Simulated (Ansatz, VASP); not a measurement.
# One calculation of BeTe6, two programs

```
Be Te
1.0
     3.81011    2.19977    4.42379
    -3.81011    2.19977    4.42379
     0.00000   -4.39953    4.42379
Be Te
1 6
Direct
  0.00000 0.00000 0.00000
  0.80287 0.39928 0.07106
  0.19713 0.60072 0.92894
  0.39928 0.07106 0.80287
  0.07106 0.80287 0.39928
  0.60072 0.92894 0.19713
  0.92894 0.19713 0.60072
```

Change from the starting cell: species swapped into the WCl6 type (R-3, No. 148).

Alike in both runs: functional PBE; k mesh 6 × 6 × 6; occupations gaussian, width 0.01 eV; no spin polarisation.

Ansatz relaxed the structure, and its values are those at the end. VASP's run is a single point on that final structure, the one shown.

```csv
,VASP,Ansatz
version,VASP 6.6.1,Ansatz 0.2.0
potentials or method,"VASP PAW PBE potentials, release 64 (Be, Te), cutoff 520 eV","scalar-relativistic, plane waves, PAW"
valence electrons in the cell,38,98
```

Ansatz gave:

- gap on the k mesh at the Fermi level (eV): none
- pressure (GPa): 0.0
- rms of the force components (eV/Å): 0.001

Estimate VASP's values.

gap on the k mesh at the Fermi level (eV): none; pressure (GPa): 0.0; rms of the force components (eV/Å): 0.004.

A gap of «none» marks a metal or a gap that the smearing closes. VASP's potentials hold 38 valence electrons a cell and Ansatz's 98, so a difference there can come from the potentials and not from the codes.

Neither program's run includes spin-orbit coupling.
